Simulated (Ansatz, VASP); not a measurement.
**YHg2 in VASP and in Ansatz**

```
Y Hg
1.0
     4.79025    0.00000    0.00000
    -2.39513    4.14848    0.00000
     0.00000    0.00000    3.35749
Y Hg
1 2
Direct
  0.00000 0.00000 0.00000
  0.33333 0.66667 0.50000
  0.66667 0.33333 0.50000
```

Alike in both runs: functional LDA; k mesh 12 × 12 × 12; occupations fermi-dirac, width 0.15 eV; no spin polarisation.

Ansatz relaxed the structure, and its values are those at the end. VASP's run is a single point on that final structure, the one shown.

```csv
,VASP,Ansatz
version,VASP 6.6.1,Ansatz 0.2.0
potentials or method,"VASP PAW LDA potentials, release 64 (Y_sv, Hg), cutoff 520 eV","scalar-relativistic, plane waves, PAW"
valence electrons in the cell,35,51
```

VASP gave:

```
gap on the k mesh at the Fermi level (eV) : none
pressure (GPa)                            : 0.8
```

**Question.** What did Ansatz give for the same quantities?

**Answer.** gap on the k mesh at the Fermi level (eV): none; pressure (GPa): 0.0.

LDA's correlation is that of Perdew and Zunger in VASP and of Perdew and Wang (1992) in Ansatz. A gap of «none» marks a metal or a gap that the smearing closes. VASP's potentials hold 35 valence electrons a cell and Ansatz's 51, so a difference there can come from the potentials and not from the codes.

Spin-orbit coupling is off throughout.
